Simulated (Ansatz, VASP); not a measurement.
## One calculation of TiS2, two programs

File POSCAR:

```
TiS2
1.0
    3.5661249627      0.0000000000      0.0000000000
   -1.7830624814      3.0883548108      0.0000000000
    0.0000000000      0.0000000000      5.7387202071
Ti S
1 2
Direct
    0.0000000000      0.0000000000      0.0000000000
    0.3333333333      0.6666666667      0.2343850103
    0.6666666667      0.3333333333      0.7656149897
```

The input INCAR.step1:

```
ALGO = Normal
EDIFF = 1E-5
ENCUT = 400
GGA = PE
GGA_COMPAT = F
ISIF = 2
ISMEAR = 0
LASPH = T
LCHARG = F
LREAL = F
LWAVE = T
NBANDS = 19
NELM = 120
PREC = Accurate
SIGMA = 0.01
```

The input INCAR.step2:

```
ALGO = Normal
EDIFF = 1E-6
ENCUT = 400
GGA = PE
GGA_COMPAT = F
HFSCREEN = 0.2079
ISIF = 2
ISMEAR = 0
ISTART = 1
LASPH = T
LCHARG = F
LHFCALC = T
LREAL = F
LWAVE = F
NBANDS = 19
NELM = 120
PREC = Accurate
PRECFOCK = Normal
SIGMA = 0.01
```

The input KPOINTS:

```
k-points
0
Gamma
  6 6 4
```

Input for Ansatz:

```yaml
crystal:
  lattice:
    - [3.5661249627, 0.0, 0.0]
    - [-1.7830624814, 3.0883548108, 0.0]
    - [0.0, 0.0, 5.7387202071]
  atoms:
    - { symbol: Ti, position: [0.0, 0.0, 0.0] }
    - { symbol: S, position: [0.3333333333, 0.6666666667, 0.2343850103] }
    - { symbol: S, position: [0.6666666667, 0.3333333333, 0.7656149897] }
kpoints:
  mp_grid: { grid: [6, 6, 4] }
  band_path:
    path:
      - [0.0, 0.0, 0.0]
      - [0.5, 0.0, 0.0]
      - [0.3333333333, 0.3333333333, 0.0]
      - [0.0, 0.0, 0.5]
      - [0.5, 0.0, 0.5]
      - [0.3333333333, 0.3333333333, 0.5]
      - [-0.088542, 0.041667, 0.0]
      - [0.0, 0.5, 0.5]
    npoints: 1
hamiltonian:
  xc: hse06
scf:
  occupations: { method: fixed }
  n_extra_bands: 4
output:
  forces: true
  stress: true
  eigenvalues: true
```

Change from the starting cell: biaxial_xy strain +4.6%.

Alike in both runs: task single point; functional HSE06; k mesh 6 × 6 × 4; no spin polarisation.

|  | VASP | Ansatz |
| --- | --- | --- |
| version | VASP 6.6.1 | Ansatz 0.2.0 |
| potentials or method | VASP PAW PBE potentials, release 64 (Ti_sv, S) | plane waves, PAW |
| plane-wave cutoff (eV) | 400 | 420 |
| occupations | gaussian, width 0.01 eV | fixed |
| valence electrons in the cell | 24 | 24 |

VASP gave:

| Quantity | Value |
| --- | --- |
| gap on the k mesh at the Fermi level (eV) | 0.94 |
| pressure (GPa) | -5.3 |
| traceless stress, the component that is largest in VASP (GPa) | 4.79 |
| rms of the force components (eV/Å) | 0.102 |

**Question.** Which values does Ansatz return?

**Answer.** gap on the k mesh at the Fermi level (eV): 0.95; pressure (GPa): -5.0; traceless stress, the component that is largest in VASP (GPa): 4.73; rms of the force components (eV/Å): 0.105.

Atom by atom the forces differ by 0.003 eV/Å (rms over components). Ansatz's warnings: metallic iterate, stress exchange threshold loose, stress scf threshold loose.
